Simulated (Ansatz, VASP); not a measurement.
**One calculation of HfO2, two programs**

```
Hf O
1.0
     0.00000   -2.54892   -2.54892
     0.00000    2.54892   -2.54892
     5.09784    0.00000    0.00000
Hf O
2 4
Direct
  0.52056 0.47944 0.50000
  0.97944 0.02056 0.00000
  0.00015 0.50015 0.73270
  0.49985 0.99985 0.26730
  0.00015 0.50015 0.23270
  0.49985 0.99985 0.76730
```

Change from the starting cell: mode 1 frozen in at -0.088 Å and mode 5 at -0.105 Å (largest displacements).

Alike in both runs: task single point; functional PBE; k mesh 6 × 6 × 6; occupations gaussian, width 0.05 eV; no spin polarisation.

|  | VASP | Ansatz |
| --- | --- | --- |
| version | VASP 6.6.1 | Ansatz 0.2.0 |
| potentials or method | VASP PAW PBE potentials, release 64 (Hf_pv, O), cutoff 520 eV | scalar-relativistic, plane waves, PAW |
| valence electrons in the cell | 44 | 76 |

Ansatz gave:

```
gap on the k mesh at the Fermi level (eV)                     : 3.98
least direct gap on the mesh (eV)                             : 4.04
pressure (GPa)                                                : 1.9
traceless stress, the component that is largest in VASP (GPa) : -2.17
rms of the force components (eV/Å)                            : 0.263
```

Task: Estimate VASP's values.

Result: gap on the k mesh at the Fermi level (eV): 3.98; least direct gap on the mesh (eV): 4.05; pressure (GPa): -1.7; traceless stress, the component that is largest in VASP (GPa): -2.14; rms of the force components (eV/Å): 0.254.

Atom by atom the forces differ by 0.026 eV/Å (rms over components). VASP's potentials hold 44 valence electrons a cell and Ansatz's 76, so a difference there can come from the potentials and not from the codes.

Spin-orbit coupling is off throughout.
